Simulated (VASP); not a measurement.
A run of VASP 6.6.1 is set up as follows.

File INCAR:

```
PREC = Accurate
ENCUT = 520
EDIFF = 1E-6
ISMEAR = 0
SIGMA = 0.05
LREAL = F
LASPH = T
NELM = 150
ALGO = Normal
ISIF = 2
LWAVE = F
LCHARG = F
ISPIN = 2
MAGMOM = 1.54 -0.2
LORBIT = 11
LMAXMIX = 4
LDAU = T
LDAUTYPE = 2
LDAUL = 2 -1
LDAUU = 8 0
LDAUJ = 0 0
LDAUPRINT = 1
NBANDS = 21
```

File KPOINTS:

```
Automatic mesh
0
Gamma
  7 7 7
```

POSCAR

```
RhN
1.0
    0.0000000000      2.4310503900      2.4310503900
    2.4310503900      0.0000000000      2.4310503900
    2.4310503900      2.4310503900      0.0000000000
Rh N
1 1
Direct
    0.0000000000      0.0000000000      0.0000000000
    0.2500000000      0.2500000000      0.2500000000
```

Potentials or basis: VASP PAW LDA potentials, release 64 (Rh_pv, N).

Run with:

```console
$ cat potpaw_LDA.64/Rh_pv/POTCAR potpaw_LDA.64/N/POTCAR > POTCAR
$ mpirun -np 1 vasp_std > vasp.out
```

(1) Estimate the site moments.

(2) What does it give for the pressure?

(3) What does it give for the net moment?

## Answers

(1) Rh +1.80; N -0.18 μB.

(2) -19.0 GPa.

(3) 1.60 μB per cell.
